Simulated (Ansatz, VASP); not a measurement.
RbBr in VASP and in Ansatz

```
CELL_PARAMETERS angstrom
0.00000 3.42492 3.42492
3.42492 0.00000 3.42492
3.42492 3.42492 0.00000
ATOMIC_POSITIONS crystal
Rb 0.00146 0.00146 0.00146
Br 0.50000 0.50000 0.50000
```

Change from the starting cell: atom 1 moved by [0.01, 0.01, 0.01] A.

Alike in both runs: task single point; functional PBEsol; k mesh 6 × 6 × 6; non-collinear spin, spin-orbit coupling.

```csv
,VASP,Ansatz
version,VASP 6.6.1,Ansatz 0.2.0
potentials or method,"VASP PAW PBE potentials, release 64 (Rb_sv, Br), cutoff 520 eV",all-electron LAPW
occupations,"gaussian, width 0.01 eV",fixed
```

```csv
,VASP,Ansatz,Ansatz less VASP
pressure (GPa),0.0,0.0,-0.04
rms of the force components (eV/Å),0.011,0.011,-0.0002
```

VASP's potentials were made for PBE, not for PBEsol. Atom by atom the forces differ by 0.000 eV/Å (rms over components). Ansatz ran all-electron here, and VASP with PAW potentials.
